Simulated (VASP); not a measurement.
# Si12BH5Cl2 in VASP: single point with PBE+D3(BJ)

Aim: the single point of Si12BH5Cl2 with PBE+D3(BJ).

All numbers are computed with VASP 6.6.1; they aren't measurements. Logs are shortened: lines on timing, memory, paths and dates and some standing lists are left out, and cuts for length are marked.

## 1. The cell of the first run

The cell holds a slab with vacuum, 40 atoms: a = 7.667 Å, b = 7.667 Å, c = 29.868 Å, α = 90.00°, β = 90.00°, γ = 90.00°.

## 2. Single point, PBE+D3(BJ)

File INCAR:

```
SYSTEM = Si12BH5Cl2
  PREC = Accurate
  ENCUT = 420
  EDIFF = 1E-6
  ISMEAR = 0
  SIGMA = 0.05
  LREAL = Auto
  LASPH = .TRUE.
  NELM = 120
  ALGO = Normal
  ISIF = 2
  LWAVE = .FALSE.
  LCHARG = .FALSE.
  LDIPOL = .TRUE.
  IDIPOL = 3
  DIPOL = 0.5 0.5 0.488
  GGA = PE
  IVDW = 12
  NBANDS = 96
  GGA_COMPAT = .FALSE.
  NELMDL = -8
```

File KPOINTS:

```
Automatic mesh
0
G
  2 2 1
  0 0 0
```

File POSCAR:

```
Si12BH5Cl2
1.0
    7.6671877233      0.0000000000      0.0000000000
    0.0000000000      7.6671877233      0.0000000000
    0.0000000000      0.0000000000     29.8679005398
Si H Cl B
24 10 4 2
Direct
    0.4065111020      0.2500000000      0.3323635013
    0.4065111020      0.7500000000      0.3323635013
    0.0934888980      0.2500000000      0.3323635013
    0.0934888980      0.7500000000      0.3323635013
    0.5000000000      0.5000000000      0.3777426570
    0.5000000000      0.0000000000      0.3777426570
    0.0000000000      0.5000000000      0.3777426570
    0.0000000000      0.0000000000      0.3777426570
    0.7500000000      0.5000000000      0.4231218127
    0.7500000000      0.0000000000      0.4231218127
    0.2500000000      0.5000000000      0.4231218127
    0.2500000000      0.0000000000      0.4231218127
    0.7501666307      0.7499981284      0.4661416392
    0.7498709092      0.2500036579      0.4662807908
    0.2500901175      0.7499919861      0.4705820135
    0.2500486549      0.2500074352      0.4706805459
   -0.0087061382      0.7495995835      0.5141045441
   -0.0088345708      0.2500052123      0.5142641662
    0.5090189130      0.7500913700      0.5140351803
    0.5087773806      0.2501694508      0.5143419592
    0.9069574941     -0.0005450885      0.5543311693
    0.9075263963      0.5000799886      0.5546345160
    0.5923694091     -0.0003006982      0.5545416487
    0.5929204502      0.5006220563      0.5544832936
    0.9754538750     -0.0021488543      0.6014299141
    0.9761338307      0.5004991120      0.6017436862
    0.5243490908     -0.0015286202      0.6016843312
    0.5246417408      0.5024001894      0.6015420098
    0.2149636473      0.2203685828      0.6358300172
    0.2390168207      0.2301966422      0.7015176795
    0.4571631546      0.2589693631      0.6630008828
    0.2683806130      0.4552077303      0.6653918052
    0.1854694356     -0.0047552941      0.6721211612
   -0.0035205558      0.1914006615      0.6747171765
    0.5011146770      0.2499663505      0.2676780975
    0.5010814738      0.7499880922      0.2676788757
   -0.0010909014      0.2500109261      0.2676756197
   -0.0011224601      0.7500214205      0.2676833644
    0.3084675036      0.3044600018      0.6659866277
    0.1450799066      0.1458785728      0.6714218574
```

Potentials or basis: VASP PAW PBE potentials, release 64 (Si, H, Cl, B).

On the command line:

```bash
$ cat potpaw_PBE.64/Si/POTCAR potpaw_PBE.64/H/POTCAR potpaw_PBE.64/Cl/POTCAR potpaw_PBE.64/B/POTCAR > POTCAR
$ mpirun -np 1 vasp_std > vasp.out
```

OUTCAR:

```text
SYSTEM = Si12BH5Cl2
   PREC = Accurate
   ENCUT = 420
   EDIFF = 1E-6
   ISMEAR = 0
   LREAL = Auto
   LASPH = .TRUE.
   NELM = 120
   ISIF = 2
   GGA = PE
   IVDW = 12
   NELMDL = -8
 IVDW          = 12

 ion  position               nearest neighbor table
   1  0.407  0.250  0.332-  35 2.06   3 2.40   6 2.45   5 2.45
   2  0.407  0.750  0.332-  36 2.06   4 2.40   6 2.45   5 2.45
   3  0.093  0.250  0.332-  37 2.06   1 2.40   8 2.45   7 2.45
   4  0.093  0.750  0.332-  38 2.06   2 2.40   8 2.45   7 2.45
   5  0.500  0.500  0.378-   9 2.35  11 2.35   1 2.45   2 2.45
   6  0.500  0.000  0.378-  10 2.35  12 2.35   1 2.45   2 2.45
[... 16 lines left out ...]
  23  0.592  1.000  0.555-  27 1.50  19 2.35  20 2.35  21 2.41
  24  0.593  0.501  0.554-  28 1.50  19 2.35  20 2.35  22 2.41
  25  0.975  0.998  0.601-  21 1.50
  26  0.976  0.500  0.602-  22 1.50
  27  0.524  0.998  0.602-  23 1.50
  28  0.525  0.502  0.602-  24 1.50
  29  0.215  0.220  0.636-  39 1.32  40 1.32
  30  0.239  0.230  0.702-  39 1.32  40 1.32
  31  0.457  0.259  0.663-  39 1.20
  32  0.268  0.455  0.665-  39 1.20
  33  0.185  0.995  0.672-  40 1.20
  34  0.996  0.191  0.675-  40 1.20
  35  0.501  0.250  0.268-   1 2.06
  36  0.501  0.750  0.268-   2 2.06
  37  0.999  0.250  0.268-   3 2.06
  38  0.999  0.750  0.268-   4 2.06
  39  0.308  0.304  0.666-  31 1.20  32 1.20  30 1.32  29 1.32  40 1.75
  40  0.145  0.146  0.671-  34 1.20  33 1.20  29 1.32  30 1.32  39 1.75

  LATTYP: Found a simple tetragonal cell.
 ALAT       =     7.6671877233
 C/A-ratio  =     3.8955483572

  Lattice vectors:

 A1 = (   7.6671877233,   0.0000000000,   0.0000000000)
 A2 = (   0.0000000000,   7.6671877233,   0.0000000000)
 A3 = (   0.0000000000,   0.0000000000,  29.8679005398)

Analysis of symmetry for initial positions (statically):
=====================================================================
 Subroutine PRICEL returns:
 Original cell was already a primitive cell.

 Routine SETGRP: Setting up the symmetry group for a
 simple tetragonal supercell.

 Subroutine GETGRP returns: Found  1 space group operations
 (whereof  1 operations were pure point group operations)
 out of a pool of 16 trial point group operations.

The static configuration has the point symmetry C_1 .

Analysis of symmetry for dynamics (positions and initial velocities):
=====================================================================
 Subroutine PRICEL returns:
 Original cell was already a primitive cell.

 Routine SETGRP: Setting up the symmetry group for a
 simple tetragonal supercell.

 Subroutine GETGRP returns: Found  1 space group operations
 (whereof  1 operations were pure point group operations)
 out of a pool of 16 trial point group operations.

The dynamic configuration has the point symmetry C_1 .

 Subroutine INISYM returns: Found  1 space group operations
 (whereof  1 operations are pure point group operations),
 and found     1 'primitive' translations

----------------------------------------------------------------------------------------

                                     Primitive cell

  volume of cell :    1755.8075

  direct lattice vectors                    reciprocal lattice vectors
     7.667187723  0.000000000  0.000000000     0.130425918  0.000000000  0.000000000
     0.000000000  7.667187723  0.000000000     0.000000000  0.130425918  0.000000000
     0.000000000  0.000000000 29.867900540     0.000000000  0.000000000  0.033480760

  length of vectors
     7.667187723  7.667187723 29.867900540     0.130425918  0.130425918  0.033480760

  position of ions in fractional coordinates (direct lattice)
     0.406511102  0.250000000  0.332363501
     0.406511102  0.750000000  0.332363501
     0.093488898  0.250000000  0.332363501
     0.093488898  0.750000000  0.332363501
     0.500000000  0.500000000  0.377742657
     0.500000000  0.000000000  0.377742657
[... 32 lines left out ...]
     0.308467504  0.304460002  0.665986628
     0.145079907  0.145878573  0.671421857

  ion indices of the primitive-cell ions
   primitive index   ion index
                 1           1
                 2           2
                 3           3
                 4           4
                 5           5
                 6           6
[... 32 lines left out ...]
                39          39
                40          40

----------------------------------------------------------------------------------------

 KPOINTS: Automatic mesh

Automatic generation of k-mesh.
 Grid dimensions read from file:
 generate k-points for:    2    2    1

 Generating k-lattice:

  Cartesian coordinates                     Fractional coordinates (reciprocal lattice)
     0.065212959  0.000000000  0.000000000     0.500000000  0.000000000  0.000000000
     0.000000000  0.065212959  0.000000000     0.000000000  0.500000000  0.000000000
     0.000000000  0.000000000  0.033480760     0.000000000  0.000000000  1.000000000

  Length of vectors
     0.065212959  0.065212959  0.033480760

  Shift w.r.t. Gamma in fractional coordinates (k-lattice)
     0.000000000  0.000000000  0.000000000

 Subroutine IBZKPT returns following result:
 ===========================================

 Found      4 irreducible k-points:

 Following reciprocal coordinates:
            Coordinates               Weight
  0.000000  0.000000  0.000000      1.000000
  0.500000  0.000000  0.000000      1.000000
  0.000000  0.500000  0.000000      1.000000
  0.500000  0.500000  0.000000      1.000000
   k-points           NKPTS =      4   k-points in BZ     NKDIM =      4   number of bands    NBANDS=     96
   number of dos      NEDOS =    301   number of ions     NIONS =     40
   total plane-waves  NPLWV = 583200
   dimension x,y,z NGX =    54 NGY =   54 NGZ =  200
   dimension x,y,z NGXF=   108 NGYF=  108 NGZF=  400
   ions per type =              24  10   4   2
   NGX,Y,Z   is equivalent  to a cutoff of  11.71, 11.71, 11.13 a.u.
   NGXF,Y,Z  is equivalent  to a cutoff of  23.42, 23.42, 22.26 a.u.
 SYSTEM =  Si12BH5Cl2
   PREC   = accura    normal or accurate (medium, high low for compatibility)
   ISTART =      0    job   : 0-new  1-cont  2-samecut
   ICHARG =      2    charge: 1-file 2-atom 10-const
   ISPIN  =      1    spin polarized calculation?
   LNONCOLLINEAR =      F non collinear calculations
   LSORBIT =      F    spin-orbit coupling
   LASPH  =      T    aspherical Exc in radial PAW
   ENCUT  =  420.0 eV  30.87 Ry    5.56 a.u.  12.81 12.81 49.91*2*pi/ulx,y,z
   NELM   =    120;   NELMIN=  2; NELMDL= -8     # of ELM steps
   EDIFF  = 0.1E-05   stopping-criterion for ELM
   LREAL  =      T    real-space projection
   EDIFFG = 0.1E-04   stopping-criterion for IOM
   NSW    =      0    number of steps for IOM
   IBRION =     -1    ionic relax: 0-MD 1-quasi-New 2-CG
   NFREE  =      0    steps in history (QN), initial steepest desc. (CG)
   ISIF   =      2    stress and relaxation
   ISYM   =      2    0-nonsym 1-usesym 2-fastsym
   POTIM  = 0.5000    time-step for ionic-motion
   TEBEG  =    0.0;   TEEND  =   0.0 temperature during run
   PSTRESS=    0.0 pullay stress
   NELECT =     140.0000    total number of electrons
   NUPDOWN=      -1.0000    fix difference up-down
   EMIN   =  10.00;   EMAX   =-10.00  energy-range for DOS
   EFERMI =   0.00;   METHOD = LEGACY
   ISMEAR =     0;   SIGMA  =   0.05  broadening in eV -4-tet -1-fermi 0-gaus
   EFERMI_NEDOS =   21; number of points for ismear=-14 and -15
   IALGO  =     38    algorithm
   IMIX   =      4    mixing-type and parameters
     AMIX     =   0.40;   BMIX     =  1.00
     AMIX_MAG =   1.60;   BMIX_MAG =  1.00
  volume/ion in A,a.u.               =      43.90       296.22
  Fermi-wavevector in a.u.,A,eV,Ry     =   0.704626  1.331550  6.755259  0.496498
  Thomas-Fermi vector in A             =   1.789918
   LORBIT       =      0    0 simple, 1 ext, 2 COOP (PROOUT), +10 PAW based schemes
   GGA     = PE    functional components
   LHFCALC =     F    Hartree Fock is set to
   AEXX    =    0.0000 exact exchange contribution
   IVDW    =    12    specifies the selected vdW correction
   LEPSILON=     F    determine dielectric tensor
   LRPA    =     F    only Hartree local field effects (RPA)
 non-spin polarized calculation
 Gauss-broadening in eV      SIGMA  =   0.05
  energy-cutoff  :      420.00
  volume of cell :     1755.81
 maximum number of plane-waves:     34340
 NGX is ok and might be reduce to    54
   NGX = 25   NGY = 25   NGZ = 99

 dipolmoment           0.000000      0.000000      0.086296 electrons x Angstroem

 number of electron     139.9999996 magnetization

 dipolmoment           0.000000      0.000000     -0.337740 electrons x Angstroem

 Free energy of the ion-electron system (eV)
  ---------------------------------------------------
  ext. energy  EPLUGINS =         0.00000000
  ---------------------------------------------------
  free energy    TOTEN  =      -187.91509450 eV

  energy without entropy =     -187.91509450  energy(sigma->0) =     -187.91509450

 E-fermi :  -1.1322     XC(G=0):  -3.9516

 val. band max:       -1.4003141532   @ k =   0.5000   0.0000   0.0000
 cond. band min:      -0.6125388683   @ k =   0.0000   0.0000   0.0000
 fundamental gap:      0.7877752848
 Fermi energy:        -1.1321849542

 k-point     1 :       0.0000    0.0000    0.0000
  band No.  band energies     occupation
      1     -17.3316      2.00000
      2     -17.2105      2.00000
      3     -17.1723      2.00000
      4     -17.0646      2.00000
      5     -13.3853      2.00000
      6     -13.1328      2.00000
[... 74 lines left out ...]
     81       0.9269      0.00000
     82       0.9702      0.00000

 k-point     2 :       0.5000    0.0000    0.0000
  band No.  band energies     occupation
      1     -17.2903      2.00000
      2     -17.2162      2.00000
      3     -17.1719      2.00000
      4     -17.1054      2.00000
      5     -13.3835      2.00000
      6     -12.8379      2.00000
[... 74 lines left out ...]
     81       1.0014      0.00000
     82       1.1335      0.00000

 k-point     3 :       0.0000    0.5000    0.0000
  band No.  band energies     occupation
      1     -17.2733      2.00000
      2     -17.2704      2.00000
      3     -17.1205      2.00000
      4     -17.1177      2.00000
      5     -13.3840      2.00000
      6     -12.5991      2.00000
[... 74 lines left out ...]
     81       1.1910      0.00000
     82       1.3375      0.00000

 k-point     4 :       0.5000    0.5000    0.0000
  band No.  band energies     occupation
      1     -17.2333      2.00000
      2     -17.2304      2.00000
      3     -17.1629      2.00000
      4     -17.1601      2.00000
      5     -13.3831      2.00000
      6     -12.2936      2.00000
[... 74 lines left out ...]
     81       1.4271      0.00000
     82       1.6488      0.00000
 [bands above 82 left out]

------------------------ aborting loop because EDIFF is reached ----------------------------------------

 vacuum level on the upper side and lower side of the slab       (xc-potential included)        -0.607         0.419

 Edisp (eV)   -6.87426

 E8    (eV) :    -2.8157

  FORCE on cell =-STRESS in cart. coord.  units (eV):
  Direction    XX          YY          ZZ          XY          YZ          ZX
  --------------------------------------------------------------------------------------
  -------------------------------------------------------------------------------------
  Total      -7.96070    -2.54912    -7.51927     0.09189     0.02833    -0.04925
  in kB      -7.26415    -2.32608    -6.86135     0.08385     0.02585    -0.04494
  external pressure =       -5.48 kB  Pullay stress =        0.00 kB

 VOLUME and BASIS-vectors are now :
 -----------------------------------------------------------------------------
  energy-cutoff  :      420.00
  volume of cell :     1755.81
      direct lattice vectors                 reciprocal lattice vectors
     7.667187723  0.000000000  0.000000000     0.130425918  0.000000000  0.000000000
     0.000000000  7.667187723  0.000000000     0.000000000  0.130425918  0.000000000
     0.000000000  0.000000000 29.867900540     0.000000000  0.000000000  0.033480760

 POSITION                                       TOTAL-FORCE (eV/Angst)
 -----------------------------------------------------------------------------------
      3.11680      1.91680      9.92700         0.678312      0.001216      1.090336
      3.11680      5.75039      9.92700         0.679062     -0.000626      1.092502
      0.71680      1.91680      9.92700        -0.677250     -0.001057      1.090499
      0.71680      5.75039      9.92700        -0.679260      0.000237      1.093046
      3.83359      3.83359     11.28238        -0.910541     -0.005235     -1.072348
      3.83359      0.00000     11.28238        -0.910978      0.002986     -1.071152
[... 32 lines left out ...]
      2.36508      2.33435     19.89162         0.014148      0.010988      0.006376
      1.11235      1.11848     20.05396        -0.011146     -0.008127      0.010996
 -----------------------------------------------------------------------------------
    total drift:                               -0.003373      0.000393     -0.014188

  FREE ENERGIE OF THE ION-ELECTRON SYSTEM (eV)
  ---------------------------------------------------
  free  energy   TOTEN  =      -194.7893576135 eV

  energy  without entropy=     -194.7893576135  energy(sigma->0) =     -194.78935761

 vacuum level on the upper side and lower side of the slab         2.996         4.039
```

Wall time 36 min (1 thread of Intel Xeon Platinum 8375C at 2.90GHz (Ice Lake), shared host); peak memory 1.2 GiB.

What came out:

```yaml
Free_energy: -194.7894 eV
Largest_force: 1.407 eV/Å
Band_gap_on_the_k_mesh: 0.79 eV (least direct gap 0.91 eV)
Dispersion_energy_per_atom: -0.172 eV
```

Forces on the atoms (eV/Å):
```
Si   0.678  0.001  1.090
Si   0.679 -0.001  1.093
Si  -0.677 -0.001  1.090
Si  -0.679  0.000  1.093
Si  -0.911 -0.005 -1.072
Si  -0.911  0.003 -1.071
Si   0.911 -0.006 -1.072
Si   0.911  0.007 -1.072
Si  -0.002 -0.012 -0.948
Si   0.006  0.013 -0.947
Si   0.001 -0.005  0.834
Si  -0.001  0.006  0.835
Si   0.000 -0.003 -0.004
Si   0.001  0.000 -0.004
Si   0.000 -0.001  0.003
Si   0.000  0.000  0.005
Si  -0.005  0.002 -0.002
Si  -0.002  0.000 -0.002
Si   0.004  0.000  0.001
Si   0.004  0.000 -0.001
Si   0.005 -0.002  0.000
Si   0.003  0.000  0.000
Si  -0.003 -0.002  0.005
Si  -0.002  0.001  0.006
H   -0.007  0.000 -0.012
H   -0.006  0.001 -0.008
H    0.003  0.000 -0.006
H    0.002  0.000 -0.006
H   -0.001 -0.001 -0.028
H    0.000  0.005  0.027
H    0.013 -0.002 -0.004
H   -0.002  0.011 -0.004
H    0.000 -0.016 -0.003
H   -0.015  0.002 -0.003
Cl  -0.016  0.000  0.043
Cl  -0.016  0.000  0.043
Cl   0.017  0.000  0.043
Cl   0.017  0.000  0.043
B    0.014  0.011  0.006
B   -0.011 -0.008  0.011
```

Levels at points of the mesh, in eV from the valence-band top:
| k point | band 66 | band 67 | band 68 | band 69 | band 70 | band 71 | band 72 | band 73 | band 74 | band 75 |
| --- | --- | --- | --- | --- | --- | --- | --- | --- | --- | --- |
| (0.00, 0.00, 0.00) | -1.14 | -0.93 | -0.88 | -0.35 | -0.13 | 0.79 | 1.02 | 1.06 | 1.18 | 1.46 |
| (0.50, 0.00, 0.00) | -1.31 | -1.24 | -1.01 | -0.19 | 0.00 | 1.06 | 1.34 | 1.37 | 1.42 | 1.79 |
| (0.00, 0.50, 0.00) | -1.38 | -1.20 | -1.20 | -0.99 | -0.98 | 1.68 | 1.69 | 1.87 | 1.88 | 2.08 |
| (0.50, 0.50, 0.00) | -1.46 | -1.17 | -1.17 | -1.17 | -1.17 | 1.52 | 1.53 | 1.70 | 1.71 | 2.39 |

Caveat: semilocal functionals underestimate gaps, and a narrow one can read as zero.
